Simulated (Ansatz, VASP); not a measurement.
## Two plane-wave programs on InB2As3

The input INCAR:

```
SYSTEM = InB2As3
  PREC = Accurate
  ENCUT = 520
  EDIFF = 1E-7
  ISMEAR = 0
  SIGMA = 0.1
  LREAL = .False.
  LASPH = .True.
  NELM = 80
  ALGO = Normal
  ISIF = 2
  LWAVE = .False.
  LCHARG = .False.
  GGA = PE
  NBANDS = 26
```

KPOINTS

```
regular mesh
0
Gamma
  4 4 4
  0 0 0
```

POSCAR

```
InB2As3
1.0
    2.5085963500     -5.3073865500      0.0000000000
    2.5085963500      5.3073865500      0.0000000000
    0.0000000000      0.0000000000      3.9505947300
In B As
1 2 3
Direct
    0.0000000000      0.0000000000      0.0000000000
    0.6549724500      0.3450275500      0.5000000000
    0.3450275500      0.6549724500      0.5000000000
    0.1453886600      0.8546113400      0.5000000000
    0.8546113400      0.1453886600      0.5000000000
    0.5000000000      0.5000000000      0.0000000000
```

Input for Ansatz:

```yaml
crystal:
  lattice:
    - [2.50859635, -5.30738655, 0.0]
    - [2.50859635, 5.30738655, 0.0]
    - [0.0, 0.0, 3.95059473]
  atoms:
    - { symbol: In, position: [0.0, 0.0, 0.0] }
    - { symbol: B, position: [0.65497245, 0.34502755, 0.5] }
    - { symbol: B, position: [0.34502755, 0.65497245, 0.5] }
    - { symbol: As, position: [0.14538866, 0.85461134, 0.5] }
    - { symbol: As, position: [0.85461134, 0.14538866, 0.5] }
    - { symbol: As, position: [0.5, 0.5, 0.0] }
basis:
  ecutwfc: 420
kpoints:
  mp_grid: { grid: [4, 4, 4] }
hamiltonian:
  xc: pbe
scf:
  occupations: { method: gaussian, width: 0.1 }
  lower_state_search: "off"
output:
  forces: true
  stress: true
  eigenvalues: true
```

Change from the starting cell: species swapped into the Li2CeO3 type (Cmmm, No. 65).

Alike in both runs: task single point; functional PBE; k mesh 4 × 4 × 4; occupations gaussian, width 0.1 eV; no spin polarisation.

|  | VASP | Ansatz |
| --- | --- | --- |
| version | VASP 6.6.1 | Ansatz 0.2.0 |
| potentials or method | VASP PAW PBE potentials, release 64 (In_d, B, As), cutoff 520 eV | scalar-relativistic, plane waves, PAW |
| valence electrons in the cell | 34 | 64 |

VASP gave:

```
gap on the k mesh at the Fermi level (eV)                     : none
pressure (GPa)                                                : 8.3
traceless stress, the component that is largest in VASP (GPa) : -6.03
rms of the force components (eV/Å)                            : 1.172
```

Task: Estimate Ansatz's values.

Result: gap on the k mesh at the Fermi level (eV): none; pressure (GPa): 8.1; traceless stress, the component that is largest in VASP (GPa): -6.12; rms of the force components (eV/Å): 1.175.

Atom by atom the forces differ by 0.010 eV/Å (rms over components). A gap of «none» marks a metal or a gap that the smearing closes. VASP's potentials hold 34 valence electrons a cell and Ansatz's 64, so a difference there can come from the potentials and not from the codes.

The k mesh is coarse, so the values compare programs but aren't converged.
